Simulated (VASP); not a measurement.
Here is a VASP 6.6.1 calculation.

The input POSCAR:

```
HfO2
1.0
    0.0209068755      2.5447006235      2.4867582311
    2.5808815274      0.0277740090      2.4798910975
    2.5943729719      2.5513249345      0.0142825645
Hf O
1 2
Direct
    0.0049166034     -0.0042063543      0.0013761583
    0.2482647924      0.2513421831      0.2472207302
    0.7468186043      0.7528641712      0.7514031115
```

Contents of INCAR.step1:

```
SYSTEM = HfO2
  PREC = Accurate
  ENCUT = 520
  ISMEAR = 0
  SIGMA = 0.05
  LREAL = .False.
  LASPH = .True.
  NELM = 100
  NBANDS = 18
  GGA = PE
  ALGO = Normal
  EDIFF = 1E-4
  LWAVE = .True.
  LCHARG = .False.
```

Contents of INCAR.step2:

```
SYSTEM = HfO2
  PREC = Accurate
  ENCUT = 520
  EDIFF = 1E-6
  ISMEAR = 0
  SIGMA = 0.05
  LREAL = .False.
  LASPH = .True.
  NELM = 100
  ALGO = Normal
  ISIF = 2
  LWAVE = .False.
  LCHARG = .True.
  METAGGA = R2SCAN
  LMIXTAU = .True.
  LELF = .True.
  LVHAR = .True.
  NBANDS = 18
  ISTART = 1
```

KPOINTS

```
regular mesh
0
Gamma
  8 8 8
  0 0 0
```

Potentials or basis: VASP PAW PBE potentials, release 64 (Hf_pv, O).

Command:

```console
$ cat potpaw_PBE.64/Hf_pv/POTCAR potpaw_PBE.64/O/POTCAR > POTCAR
$ cp INCAR.step1 INCAR
$ mpirun -np 1 vasp_std > vasp.out
$ cp INCAR.step2 INCAR
$ mpirun -np 1 vasp_std > vasp.out
```

Q: What does it give for the pressure?

A: -3.6 GPa.

Q: Estimate the band gap on the k mesh.

A: 3.97 eV (least direct gap 4.04 eV).

Forces on the atoms (eV/Å):
```
Hf   0.068 -0.129 -0.014
O    0.048  0.117 -0.091
O   -0.115  0.012  0.105
```

Caveat: the stress differs along the axes, from -13 to 7 GPa; the PAW data sets were made with another functional, which shifts forces and pressure a little; spin-orbit coupling is left out, which moves the levels of the heavy elements. A k mesh can miss the band edges.
